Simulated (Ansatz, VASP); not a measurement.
# SnSe2: VASP beside Ansatz

File POSCAR:

```
SnSe2
1.0
    3.9781553030      0.0000000000      0.0000000000
   -1.9890776515      3.4451835526      0.0000000000
    0.0000000000      0.0000000000      6.4761622269
Sn Se
1 2
Direct
    0.0000000000      0.0000000000      0.0000000000
    0.3333333333      0.6666666667      0.2367657858
    0.6666666667      0.3333333333      0.7632342142
```

The input INCAR.step1:

```
ALGO     = Normal         # electronic algorithm
EDIFF    = 1E-4           # SCF threshold, eV
ENCUT    = 520            # plane-wave cutoff, eV
GGA      = PE             # functional
ISMEAR   = 0              # smearing method
LASPH    = True           # aspherical terms in the spheres
LCHARG   = False          # write CHGCAR
LREAL    = False          # projectors in reciprocal space
LWAVE    = True           # write WAVECAR
NBANDS   = 20             # bands
NELM     = 100            # most SCF steps
PREC     = Accurate       # precision mode
SIGMA    = 0.01           # smearing width, eV
```

Contents of INCAR.step2:

```
ALGO     = Normal         # electronic algorithm
EDIFF    = 1E-6           # SCF threshold, eV
ENCUT    = 520            # plane-wave cutoff, eV
ISIF     = 2              # what is computed and relaxed
ISMEAR   = 0              # smearing method
ISTART   = 1            
LASPH    = True           # aspherical terms in the spheres
LCHARG   = True           # write CHGCAR
LELF     = True           # ELF
LMIXTAU  = True         
LREAL    = False          # projectors in reciprocal space
LVHAR    = True         
LWAVE    = False          # write WAVECAR
METAGGA  = R2SCAN         # meta-GGA
NBANDS   = 20             # bands
NELM     = 100            # most SCF steps
PREC     = Accurate       # precision mode
SIGMA    = 0.01           # smearing width, eV
```

The input KPOINTS:

```
k-points
0
Gamma
  12 12 4
```

Input for Ansatz:

```yaml
crystal:
  lattice:
    - [3.978155303, 0.0, 0.0]
    - [-1.9890776515, 3.4451835526, 0.0]
    - [0.0, 0.0, 6.4761622269]
  atoms:
    - { symbol: Sn, position: [0.0, 0.0, 0.0] }
    - { symbol: Se, position: [0.3333333333, 0.6666666667, 0.2367657858] }
    - { symbol: Se, position: [0.6666666667, 0.3333333333, 0.7632342142] }
kpoints:
  mp_grid: { grid: [12, 12, 4] }
  band_path:
    path:
      - [0.0, 0.0, 0.0]
      - [0.5, 0.0, 0.0]
      - [0.3333333333, 0.3333333333, 0.0]
      - [0.0, 0.0, 0.5]
      - [0.5, 0.0, 0.5]
      - [0.3333333333, 0.3333333333, 0.5]
      - [-0.083333, 0.166667, 0.0]
    npoints: 1
hamiltonian:
  xc: r2scan
scf:
  occupations: { method: fixed }
  n_extra_bands: 4
output:
  forces: true
  stress: true
  eigenvalues: true
```

Change from the starting cell: hydrostatic strain +4.0%.

Alike in both runs: task single point; functional r2SCAN; k mesh 12 × 12 × 4; no spin polarisation.

|  | VASP | Ansatz |
| --- | --- | --- |
| version | VASP 6.6.1 | Ansatz 0.2.0 |
| potentials or method | VASP PAW PBE potentials, release 64 (Sn_d, Se) | plane waves, PAW |
| plane-wave cutoff (eV) | 520 | 500 |
| occupations | gaussian, width 0.01 eV | fixed |
| valence electrons in the cell | 26 | 46 |

VASP gave:

* gap on the k mesh at the Fermi level (eV): 0.99
* pressure (GPa): -2.7
* traceless stress, the component that is largest in VASP (GPa): 2.37
* rms of the force components (eV/Å): 0.005

Question: Estimate Ansatz's values.

Answer: gap on the k mesh at the Fermi level (eV): 0.99; pressure (GPa): -2.8; traceless stress, the component that is largest in VASP (GPa): 2.37; rms of the force components (eV/Å): 0.009.

VASP's potentials were made for PBE, not for r2SCAN. Atom by atom the forces differ by 0.004 eV/Å (rms over components). VASP's potentials hold 26 valence electrons a cell and Ansatz's 46, so a difference there can come from the potentials and not from the codes.
